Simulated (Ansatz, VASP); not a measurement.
# MgO in VASP and in Ansatz

```xyz
4
Lattice="2.9231 0.0000 0.0000 -1.4615 2.5314 0.0000 0.0000 0.0000 5.0921" Properties=species:S:1:pos:R:3 pbc="T T T"
Mg    0.0000    0.0000    0.0000
Mg    0.0000    0.0000    2.5461
O     0.0000    1.6876    1.2730
O     1.4615    0.8438    3.8191
```

Alike in both runs: task single point; functional PBE; k mesh 9 × 9 × 4; occupations fermi-dirac, width 0.2 eV; no spin polarisation.

|  | VASP | Ansatz |
| --- | --- | --- |
| version | VASP 6.6.1 | Ansatz 0.2.0 |
| potentials or method | VASP PAW PBE potentials, release 64 (Mg, O) | plane waves |
| plane-wave cutoff (eV) | 600 | 420 |
| valence electrons in the cell | 16 | 32 |

|  | VASP | Ansatz | Ansatz less VASP |
| --- | --- | --- | --- |
| pressure (GPa) | 4.7 | 5.7 | +0.91 |
| traceless stress, the component that is largest in VASP (GPa) | 0.58 | 0.58 | +0.007 |

VASP's potentials hold 16 valence electrons a cell and Ansatz's 32, so a difference there can come from the potentials and not from the codes.
